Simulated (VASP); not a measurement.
# LuAg3N2 (P6/mmm) in VASP: single point with PBE

Aim: the single point of LuAg3N2 with PBE.

Program: VASP 6.6.1. These are calculated values, not measurements. Logs are shortened: lines on timing, memory, paths and dates and some standing lists are left out, and cuts for length are marked.

## Step 1: The cell of the first run

The structure is hexagonal, space group P6/mmm (No. 191). Conventional cell: a = 5.210 Å, b = 5.210 Å, c = 4.136 Å, α = 90.00°, β = 90.00°, γ = 120.00°. Within 4.2 Å of Lu (site symmetry 6/mmm) lie 6 N at 3.01 Å and 12 Ag at 3.33 Å and 2 Lu at 4.14 Å. Ag (site symmetry mmm) has 4 N at 2.56 Å and 4 Ag at 2.60 Å and 4 Lu at 3.33 Å within 3.4 Å. Within 3.4 Å of N (site symmetry -6m2) lie 6 Ag at 2.56 Å and 3 Lu at 3.01 Å and 3 N at 3.01 Å.

The cell was generated, and may not be a known phase.

## Step 2: Single point, PBE

INCAR

```
ALGO     = Normal         # electronic algorithm
EDIFF    = 1E-7           # SCF threshold, eV
ENCUT    = 520            # plane-wave cutoff, eV
GGA      = PE             # functional
ISIF     = 2              # what is computed and relaxed
ISMEAR   = 0              # smearing method
LASPH    = True           # aspherical terms in the spheres
LCHARG   = False          # write CHGCAR
LREAL    = False          # projectors in reciprocal space
LWAVE    = False          # write WAVECAR
NBANDS   = 43             # bands
NELM     = 80             # most SCF steps
PREC     = Accurate       # precision mode
SIGMA    = 0.1            # smearing width, eV
```

KPOINTS

```
k-points
0
Gamma
  6 6 4
```

POSCAR

```
LuAg3N2
1.0
    5.2097903700      0.0000000000      0.0000000000
   -2.6048951800      4.5118108100      0.0000000000
    0.0000000000      0.0000000000      4.1359358600
Lu Ag N
1 3 2
Direct
    0.0000000000      0.0000000000      0.0000000000
    0.5000000000      0.5000000000      0.5000000000
    0.0000000000      0.5000000000      0.5000000000
    0.5000000000      0.0000000000      0.5000000000
    0.3333333300      0.6666666700      0.0000000000
    0.6666666700      0.3333333300      0.0000000000
```

Potentials or basis: VASP PAW PBE potentials, release 64 (Lu, Ag, N).

Launch:

```bash
cat potpaw_PBE.64/Lu/POTCAR potpaw_PBE.64/Ag/POTCAR potpaw_PBE.64/N/POTCAR > POTCAR
mpirun -np 1 vasp_std > vasp.out
```

OUTCAR:

```text
EDIFF = 1E-7
   ENCUT = 520
   GGA = PE
   ISIF = 2
   ISMEAR = 0
   LASPH = True
   LREAL = False
   NELM = 80
   PREC = Accurate

 ion  position               nearest neighbor table
   1  0.000  0.000  0.000-   3 3.33   3 3.33   3 3.33   3 3.33   4 3.33   4 3.33   4 3.33   4 3.33
                             2 3.33   2 3.33   2 3.33   2 3.33
   2  0.500  0.500  0.500-   5 2.56   6 2.56   5 2.56   6 2.56   4 2.60   4 2.60   3 2.60   3 2.60
                             1 3.33   1 3.33   1 3.33   1 3.33
   3  0.000  0.500  0.500-   5 2.56   6 2.56   5 2.56   6 2.56   2 2.60   2 2.60   4 2.60   4 2.60
                             1 3.33   1 3.33   1 3.33   1 3.33
   4  0.500  0.000  0.500-   5 2.56   6 2.56   5 2.56   6 2.56   2 2.60   2 2.60   3 2.60   3 2.60
                             1 3.33   1 3.33   1 3.33   1 3.33
   5  0.333  0.667  0.000-   4 2.56   4 2.56   3 2.56   3 2.56   2 2.56   2 2.56
   6  0.667  0.333  0.000-   4 2.56   4 2.56   3 2.56   3 2.56   2 2.56   2 2.56

  LATTYP: Found a hexagonal cell.
 ALAT       =     5.2097903700
 C/A-ratio  =     0.7938775970

  Lattice vectors:

 A1 = (   5.2097903700,   0.0000000000,   0.0000000000)
 A2 = (  -2.6048951800,   4.5118108100,   0.0000000000)
 A3 = (   0.0000000000,   0.0000000000,   4.1359358600)

Analysis of symmetry for initial positions (statically):
=====================================================================
 Subroutine PRICEL returns:
 Original cell was already a primitive cell.

 Routine SETGRP: Setting up the symmetry group for a
 hexagonal supercell.

 Subroutine GETGRP returns: Found 24 space group operations
 (whereof 24 operations were pure point group operations)
 out of a pool of 24 trial point group operations.

The static configuration has the point symmetry D_6h.

Analysis of symmetry for dynamics (positions and initial velocities):
=====================================================================
 Subroutine PRICEL returns:
 Original cell was already a primitive cell.

 Routine SETGRP: Setting up the symmetry group for a
 hexagonal supercell.

 Subroutine GETGRP returns: Found 24 space group operations
 (whereof 24 operations were pure point group operations)
 out of a pool of 24 trial point group operations.

The dynamic configuration has the point symmetry D_6h.

 Subroutine INISYM returns: Found 24 space group operations
 (whereof 24 operations are pure point group operations),
 and found     1 'primitive' translations

----------------------------------------------------------------------------------------

                                     Primitive cell

  volume of cell :      97.2176

  direct lattice vectors                    reciprocal lattice vectors
     5.209790370  0.000000000  0.000000000     0.191946303  0.110820249  0.000000000
    -2.604895180  4.511810810  0.000000000     0.000000000  0.221640499  0.000000000
     0.000000000  0.000000000  4.135935860     0.000000000  0.000000000  0.241783247

  length of vectors
     5.209790370  5.209790369  4.135935860     0.221640499  0.221640499  0.241783247

  position of ions in fractional coordinates (direct lattice)
     0.000000000  0.000000000  0.000000000
     0.500000000  0.500000000  0.500000000
     0.000000000  0.500000000  0.500000000
     0.500000000  0.000000000  0.500000000
     0.333333330  0.666666670  0.000000000
     0.666666670  0.333333330  0.000000000

  ion indices of the primitive-cell ions
   primitive index   ion index
                 1           1
                 2           2
                 3           3
                 4           4
                 5           5
                 6           6

----------------------------------------------------------------------------------------

 KPOINTS: k-points

Automatic generation of k-mesh.
 Grid dimensions read from file:
 generate k-points for:    6    6    4

 Generating k-lattice:

  Cartesian coordinates                     Fractional coordinates (reciprocal lattice)
     0.031991050  0.018470042  0.000000000     0.166666667  0.000000000  0.000000000
     0.000000000  0.036940083  0.000000000     0.000000000  0.166666667  0.000000000
     0.000000000  0.000000000  0.060445812     0.000000000  0.000000000  0.250000000

  Length of vectors
     0.036940083  0.036940083  0.060445812

  Shift w.r.t. Gamma in fractional coordinates (k-lattice)
     0.000000000  0.000000000  0.000000000

 Subroutine IBZKPT returns following result:
 ===========================================

 Found     21 irreducible k-points:

 Following reciprocal coordinates:
            Coordinates               Weight
  0.000000  0.000000  0.000000      1.000000
  0.166667 -0.000000  0.000000      6.000000
  0.333333 -0.000000  0.000000      6.000000
  0.500000 -0.000000  0.000000      3.000000
  0.166667  0.166667  0.000000      6.000000
  0.333333  0.166667  0.000000     12.000000
[... 13 lines left out ...]
  0.333333  0.166667  0.500000     12.000000
  0.333333  0.333333  0.500000      2.000000
   k-points           NKPTS =     21   k-points in BZ     NKDIM =     21   number of bands    NBANDS=     43
   number of dos      NEDOS =    301   number of ions     NIONS =      6
   total plane-waves  NPLWV =  51200
   dimension x,y,z NGX =    40 NGY =   40 NGZ =   32
   dimension x,y,z NGXF=    80 NGYF=   80 NGZF=   64
   ions per type =               1   3   2
   NGX,Y,Z   is equivalent  to a cutoff of  12.76, 12.76, 12.86 a.u.
   NGXF,Y,Z  is equivalent  to a cutoff of  25.53, 25.53, 25.73 a.u.
 SYSTEM =  unknown system
   PREC   = accura    normal or accurate (medium, high low for compatibility)
   ISTART =      0    job   : 0-new  1-cont  2-samecut
   ICHARG =      2    charge: 1-file 2-atom 10-const
   ISPIN  =      1    spin polarized calculation?
   LNONCOLLINEAR =      F non collinear calculations
   LSORBIT =      F    spin-orbit coupling
   LASPH  =      T    aspherical Exc in radial PAW
   ENCUT  =  520.0 eV  38.22 Ry    6.18 a.u.   9.69  9.69  7.69*2*pi/ulx,y,z
   NELM   =     80;   NELMIN=  2; NELMDL= -5     # of ELM steps
   EDIFF  = 0.1E-06   stopping-criterion for ELM
   LREAL  =      F    real-space projection
   EDIFFG = 0.1E-05   stopping-criterion for IOM
   NSW    =      0    number of steps for IOM
   IBRION =     -1    ionic relax: 0-MD 1-quasi-New 2-CG
   NFREE  =      0    steps in history (QN), initial steepest desc. (CG)
   ISIF   =      2    stress and relaxation
   ISYM   =      2    0-nonsym 1-usesym 2-fastsym
   POTIM  = 0.5000    time-step for ionic-motion
   TEBEG  =    0.0;   TEEND  =   0.0 temperature during run
   PSTRESS=    0.0 pullay stress
   NELECT =      68.0000    total number of electrons
   NUPDOWN=      -1.0000    fix difference up-down
   EMIN   =  10.00;   EMAX   =-10.00  energy-range for DOS
   EFERMI =   0.00;   METHOD = LEGACY
   ISMEAR =     0;   SIGMA  =   0.10  broadening in eV -4-tet -1-fermi 0-gaus
   EFERMI_NEDOS =   21; number of points for ismear=-14 and -15
   IALGO  =     38    algorithm
   IMIX   =      4    mixing-type and parameters
     AMIX     =   0.40;   BMIX     =  1.00
     AMIX_MAG =   1.60;   BMIX_MAG =  1.00
  volume/ion in A,a.u.               =      16.20       109.34
  Fermi-wavevector in a.u.,A,eV,Ry     =   1.453214  2.746176 28.733194  2.111830
  Thomas-Fermi vector in A             =   2.570506
   LORBIT       =      0    0 simple, 1 ext, 2 COOP (PROOUT), +10 PAW based schemes
   GGA     = PE    functional components
   LHFCALC =     F    Hartree Fock is set to
   AEXX    =    0.0000 exact exchange contribution
   IVDW    =     0    specifies the selected vdW correction
   LEPSILON=     F    determine dielectric tensor
   LRPA    =     F    only Hartree local field effects (RPA)
 non-spin polarized calculation
 Gauss-broadening in eV      SIGMA  =   0.10
  energy-cutoff  :      520.00
  volume of cell :       97.22
 maximum number of plane-waves:      2643
 NGX is ok and might be reduce to    40
   NGX = 19   NGY = 19   NGZ = 15

 number of electron      67.9999998 magnetization

 Free energy of the ion-electron system (eV)
  ---------------------------------------------------
  ext. energy  EPLUGINS =         0.00000000
  ---------------------------------------------------
  free energy    TOTEN  =       -23.90329296 eV

  energy without entropy =      -23.88082049  energy(sigma->0) =      -23.89205672

 E-fermi :   5.7114     XC(G=0): -11.6141

 val. band max:        5.6800438572   @ k =   0.3333   0.1667   0.2500
 cond. band min:       5.7342950685   @ k =   0.3333   0.3333   0.0000
 fundamental gap:      0.0542512113
 Fermi energy:         5.7113960117

 k-point     1 :       0.0000    0.0000    0.0000
  band No.  band energies     occupation
      1     -51.3898      2.00000
      2     -22.0218      2.00000
      3     -21.9408      2.00000
      4     -21.9408      2.00000
      5      -7.9270      2.00000
      6      -6.5158      2.00000
[... 35 lines left out ...]
     42      10.3271      0.00000
     43      10.3271      0.00000

 k-point     2 :       0.1667   -0.0000    0.0000
  band No.  band energies     occupation
      1     -51.3898      2.00000
      2     -22.0219      2.00000
      3     -21.9423      2.00000
      4     -21.9412      2.00000
      5      -7.8381      2.00000
      6      -6.6156      2.00000
[... 35 lines left out ...]
     42      10.1999      0.00000
     43      10.4686      0.00000

 k-point     3 :       0.3333   -0.0000    0.0000
  band No.  band energies     occupation
      1     -51.3897      2.00000
      2     -22.0221      2.00000
      3     -21.9453      2.00000
      4     -21.9419      2.00000
      5      -7.6114      2.00000
      6      -6.8560      2.00000
[... 35 lines left out ...]
     42      10.0140      0.00000
     43      10.5110      0.00000

 k-point     4 :       0.5000   -0.0000    0.0000
  band No.  band energies     occupation
      1     -51.3897      2.00000
      2     -22.0222      2.00000
      3     -21.9468      2.00000
      4     -21.9422      2.00000
      5      -7.4228      2.00000
      6      -7.0475      2.00000
[... 725 lines left out ...]
     42      10.6507      0.00000
     43      12.1432      0.00000

 k-point    20 :       0.3333    0.1667    0.5000
  band No.  band energies     occupation
      1     -51.3891      2.00000
      2     -22.0589      2.00000
      3     -21.9417      2.00000
      4     -21.9397      2.00000
      5      -7.2202      2.00000
      6      -7.0319      2.00000
[... 35 lines left out ...]
     42      10.8095      0.00000
     43      11.6308      0.00000

 k-point    21 :       0.3333    0.3333    0.5000
  band No.  band energies     occupation
      1     -51.3891      2.00000
      2     -22.0587      2.00000
      3     -21.9409      2.00000
      4     -21.9409      2.00000
      5      -7.1209      2.00000
      6      -7.1209      2.00000
[... 35 lines left out ...]
     42      11.1875      0.00000
     43      11.1875      0.00000

------------------------ aborting loop because EDIFF is reached ----------------------------------------

  FORCE on cell =-STRESS in cart. coord.  units (eV):
  Direction    XX          YY          ZZ          XY          YZ          ZX
  --------------------------------------------------------------------------------------
  -------------------------------------------------------------------------------------
  Total        0.2933908      0.2933908     -6.6878141      0.0000000     -0.0000000     -0.0000000
  in kB        4.8351746      4.8351746   -110.2173216      0.0000000     -0.0000000     -0.0000000
  external PRESSURE =     -33.5156574 kB  Pullay stress =       0.0000000 kB

 VOLUME and BASIS-vectors are now :
 -----------------------------------------------------------------------------
  energy-cutoff  :      520.00
  volume of cell :       97.22
      direct lattice vectors                 reciprocal lattice vectors
     5.209790370  0.000000000  0.000000000     0.191946303  0.110820249  0.000000000
    -2.604895180  4.511810810  0.000000000     0.000000000  0.221640499  0.000000000
     0.000000000  0.000000000  4.135935860     0.000000000  0.000000000  0.241783247

 POSITION                                       TOTAL-FORCE (eV/Angst)
 -----------------------------------------------------------------------------------
      0.00000      0.00000      0.00000         0.000000      0.000000      0.000000
      1.30245      2.25591      2.06797         0.000000      0.000000      0.000000
     -1.30245      2.25591      2.06797         0.000000      0.000000      0.000000
      2.60490      0.00000      2.06797         0.000000      0.000000      0.000000
     -0.00000      3.00787      0.00000        -0.000000     -0.000000      0.000000
      2.60490      1.50394      0.00000        -0.000000      0.000000      0.000000
 -----------------------------------------------------------------------------------
    total drift:                               -0.000000      0.000000     -0.000000

  FREE ENERGIE OF THE ION-ELECTRON SYSTEM (eV)
  ---------------------------------------------------
  free  energy   TOTEN  =       -23.9032929568 eV

  energy  without entropy=      -23.8808204892  energy(sigma->0) =      -23.89205672
```

Wall time 2.1 min (1 thread of Intel Xeon Platinum 8259CL at 2.50GHz (Skylake/Cascade Lake), shared host); peak memory 0.27 GiB.

Results:

```yaml
Free_energy: -23.9033 eV
Pressure: -3.4 GPa
Band_gap_on_the_k_mesh: zero (bands 34 and 35 overlap by 0.28 eV)
```

Caveat: the k points lie up to 0.38 Å⁻¹ apart; semilocal functionals underestimate gaps, and a narrow one can read as zero; spin-orbit coupling is left out, which moves the levels of the heavy elements.

The gap in the log of VASP goes by the Fermi energy; the results here count the filled bands.